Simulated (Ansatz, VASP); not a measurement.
## SnO in VASP and in Ansatz

Contents of INCAR:

```
SYSTEM = SnO
PREC     = Accurate       ! precision mode
ENCUT    = 520            ! plane-wave cutoff, eV
EDIFF    = 1E-6           ! SCF threshold, eV
ISMEAR   = 0              ! smearing method
SIGMA    = 0.05           ! smearing width, eV
LREAL    = .False.        ! projectors in reciprocal space
LASPH    = .True.         ! aspherical terms in the spheres
NELM     = 100            ! most SCF steps
ALGO     = Normal         ! electronic algorithm
ISIF     = 2              ! what is computed and relaxed
LWAVE    = .False.        ! write WAVECAR
LCHARG   = .True.         ! write CHGCAR
GGA      = PS             ! functional
LELF     = .True.         ! ELF
LVHAR    = .True.       
NBANDS   = 50             ! bands
```

Contents of KPOINTS:

```
regular mesh
0
Gamma
  7 8 3
  0 0 0
```

Contents of POSCAR:

```
SnO
1.0
    0.0000000000      0.0000000000     -3.8941645687
   -3.3156086772      0.0000000000      0.0000000000
    0.0000000000     11.6600010796      0.0000000000
Sn O
4 4
Direct
    0.4738257379      0.0000000000      0.8483071401
    0.4738257379      0.0000000000      0.3590275508
    0.9738257379      0.5000000000      0.1302520385
    0.9738257379      0.5000000000      0.6195316279
    0.2761732621      0.0000000000      0.1885471336
    0.2761732621      0.0000000000      0.6778267229
    0.7761732621      0.5000000000      0.7900120451
    0.7761732621      0.5000000000      0.3007324558
```

Input for Ansatz:

```yaml
crystal:
  lattice:
    - [0.0, 0.0, -3.8941645687]
    - [-3.3156086772, 0.0, 0.0]
    - [0.0, 11.6600010796, 0.0]
  atoms:
    - { symbol: Sn, position: [0.4738257379, 0.0, 0.8483071401] }
    - { symbol: Sn, position: [0.4738257379, 0.0, 0.3590275508] }
    - { symbol: Sn, position: [0.9738257379, 0.5, 0.1302520385] }
    - { symbol: Sn, position: [0.9738257379, 0.5, 0.6195316279] }
    - { symbol: O, position: [0.2761732621, 0.0, 0.1885471336] }
    - { symbol: O, position: [0.2761732621, 0.0, 0.6778267229] }
    - { symbol: O, position: [0.7761732621, 0.5, 0.7900120451] }
    - { symbol: O, position: [0.7761732621, 0.5, 0.3007324558] }
basis:
  ecutwfc: 420
kpoints:
  mp_grid: { grid: [7, 8, 3] }
hamiltonian:
  xc: pbesol
scf:
  occupations: { method: gaussian, width: 0.05 }
output:
  forces: true
  stress: true
  eigenvalues: true
```

Alike in both runs: task single point; functional PBEsol; k mesh 7 × 8 × 3; occupations gaussian, width 0.05 eV; no spin polarisation.

|  | VASP | Ansatz |
| --- | --- | --- |
| version | VASP 6.6.1 | Ansatz 0.2.0 |
| potentials or method | VASP PAW PBE potentials, release 64 (Sn_d, O), cutoff 520 eV | scalar-relativistic, plane waves, PAW |
| valence electrons in the cell | 80 | 80 |

Ansatz gave:

```
gap on the k mesh at the Fermi level (eV)                     : 1.37
least direct gap on the mesh (eV)                             : 1.91
pressure (GPa)                                                : -0.1
traceless stress, the component that is largest in VASP (GPa) : 0.21
rms of the force components (eV/Å)                            : 0.016
```

**Question.** Which values does VASP return?

**Answer.** gap on the k mesh at the Fermi level (eV): 1.36; least direct gap on the mesh (eV): 1.90; pressure (GPa): 0.1; traceless stress, the component that is largest in VASP (GPa): 0.24; rms of the force components (eV/Å): 0.048.

VASP's potentials were made for PBE, not for PBEsol. Atom by atom the forces differ by 0.037 eV/Å (rms over components).
